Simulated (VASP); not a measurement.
# AgCl: single point with PBEsol

Crystal: AgCl.

```
Ag Cl
1.0
     3.50132    0.00000    0.00000
     0.00000    3.50132    0.00000
     0.00000    0.00000    3.50132
Ag Cl
1 1
Direct
  0.00000 0.00000 0.00000
  0.50000 0.50000 0.50000
```

| Item | Value |
| --- | --- |
| Program | VASP 6.6.1 |
| Task | single point |
| Functional | PBEsol |
| Potentials or basis | VASP PAW PBE potentials, release 64 (Ag, Cl) |
| Cutoff | 500 eV |
| k mesh | 5 × 5 × 5 |
| Occupations | gaussian, width 0.01 eV |
| Spin | no spin polarisation |

```yaml
Pressure: -6.5 GPa
Band_gap_on_the_k_mesh: 0.49 eV (least direct gap 1.74 eV)
```

Levels at points of the mesh, in eV from the valence-band top:
| k point | band 7 | band 8 | band 9 | band 10 | band 11 | band 12 |
| --- | --- | --- | --- | --- | --- | --- |
| (0.00, 0.00, 0.00) | -1.25 | -1.25 | -1.25 | 0.49 | 9.44 | 9.44 |

Run time: 6.5 s on 1 thread of AMD EPYC 7R13 Processor (Zen 3), with other jobs on the host, peak memory 0.12 GiB.

Caveat: the cell stands under tension; semilocal functionals underestimate gaps, and a narrow one can read as zero; the PAW data sets were made with another functional, which shifts forces and pressure a little; an odd mesh through Γ misses points on the zone boundary, where band edges can lie.
